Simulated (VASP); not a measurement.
SiC:

```
CELL_PARAMETERS angstrom
2.87869 0.00000 0.00000
-1.43934 2.49302 0.00000
0.00000 0.00000 4.91708
ATOMIC_POSITIONS crystal
Si 0.33333 0.66667 0.00456
Si 0.66667 0.33333 0.50456
C 0.33333 0.66667 0.38044
C 0.66667 0.33333 0.88044
```

This cell differs from its parent crystal: volume 8.822 Å^3 an atom, c/a of the conventional cell 1.7081.

- Program: VASP 6.6.1
- Task: relaxation of the atoms
- Functional: PBE
- Potentials or basis: VASP PAW PBE potentials, release 64 (Si, C)
- Cutoff: 520 eV
- k mesh: 12 × 12 × 6
- Occupations: gaussian, width 0.05 eV
- Spin: no spin polarisation

At the start: pressure 52.9 GPa; volume 8.82 Å³/atom.

**Question.** Where does the relaxation end?

**Answer.** Over 3 steps the energy falls by 6.9 meV/atom; space group P6_3mc (No. 186, to 0.05 Å).

Step by step:
| step | energy change (eV) | largest force (eV/Å) | pressure (GPa) |
| --- | --- | --- | --- |
| 1 | 0.0000 | 0.8017 | 52.88 |
| 2 | 0.0242 | 1.2267 | 51.66 |
| 3 | -0.0277 | 0.0007 | 52.07 |

Final structure:
```
Si C
1.0
     2.87869    0.00000    0.00000
    -1.43934    2.49302    0.00000
     0.00000    0.00000    4.91708
Si C
2 2
Cartesian
  0.0000 1.6620 0.0393
  1.4393 0.8310 2.4978
  0.0000 1.6620 1.8538
  1.4393 0.8310 4.3123
```

Caveat: the cell differs from its parent crystal (volume 8.822 Å^3 an atom, c/a of the conventional cell 1.7081).
